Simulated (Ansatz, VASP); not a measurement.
SnO2: VASP beside Ansatz

File INCAR:

```
  PREC = Accurate
  ENCUT = 520
  EDIFF = 1E-7
  ISMEAR = 0
  SIGMA = 0.05
  LREAL = False
  LASPH = True
  NELM = 80
  ALGO = Normal
  ISIF = 2
  LWAVE = False
  LCHARG = False
  GGA = CA
  NBANDS = 35
```

The input KPOINTS:

```
regular mesh
0
Gamma
  6 6 8
```

The input POSCAR:

```
SnO2
1.0
    4.7222897775      0.0000000000      0.0000000000
    0.0000000000      4.7228698889      0.0000000000
    0.0000000000      0.0000000000      3.1904047622
Sn O
2 4
Direct
    0.5000000000      0.5000000000      0.5000000000
    0.0000000000      0.0000000000      0.0000000000
    0.3059833077      0.2543006016      0.0000000000
    0.8059833077      0.2456993984      0.5000000000
    0.1940166923      0.7543006016      0.5000000000
    0.6940166923      0.7456993984      0.0000000000
```

Input for Ansatz:

```yaml
crystal:
  lattice:
    - [4.7222897775, 0.0, 0.0]
    - [0.0, 4.7228698889, 0.0]
    - [0.0, 0.0, 3.1904047622]
  atoms:
    - { symbol: Sn, position: [0.5, 0.5, 0.5] }
    - { symbol: Sn, position: [0.0, 0.0, 0.0] }
    - { symbol: O, position: [0.3059833077, 0.2543006016, 0.0] }
    - { symbol: O, position: [0.8059833077, 0.2456993984, 0.5] }
    - { symbol: O, position: [0.1940166923, 0.7543006016, 0.5] }
    - { symbol: O, position: [0.6940166923, 0.7456993984, 0.0] }
basis:
  ecutwfc: 520.0
kpoints:
  mp_grid: { grid: [6, 6, 8] }
hamiltonian:
  xc: lda
scf:
  occupations: { method: gaussian, width: 0.05 }
output:
  forces: true
  stress: true
  eigenvalues: true
```

Alike in both runs: task single point; functional LDA; k mesh 6 × 6 × 8; occupations gaussian, width 0.05 eV; no spin polarisation.

|  | VASP | Ansatz |
| --- | --- | --- |
| version | VASP 6.6.1 | Ansatz 0.2.0 |
| potentials or method | VASP PAW LDA potentials, release 64 (Sn_d, O), cutoff 520 eV | scalar-relativistic, plane waves, PAW |
| valence electrons in the cell | 52 | 52 |

Ansatz gave:

```
gap on the k mesh at the Fermi level (eV)                     : 1.18
least direct gap on the mesh (eV)                             : 1.27
pressure (GPa)                                                : 3.3
traceless stress, the component that is largest in VASP (GPa) : 9.92
rms of the force components (eV/Å)                            : 1.738
```

Q: Which values does VASP return?

A: gap on the k mesh at the Fermi level (eV): 1.20; least direct gap on the mesh (eV): 1.28; pressure (GPa): 4.2; traceless stress, the component that is largest in VASP (GPa): 10.14; rms of the force components (eV/Å): 1.765.

LDA's correlation is that of Perdew and Zunger in VASP and of Perdew and Wang (1992) in Ansatz. Atom by atom the forces differ by 0.027 eV/Å (rms over components).
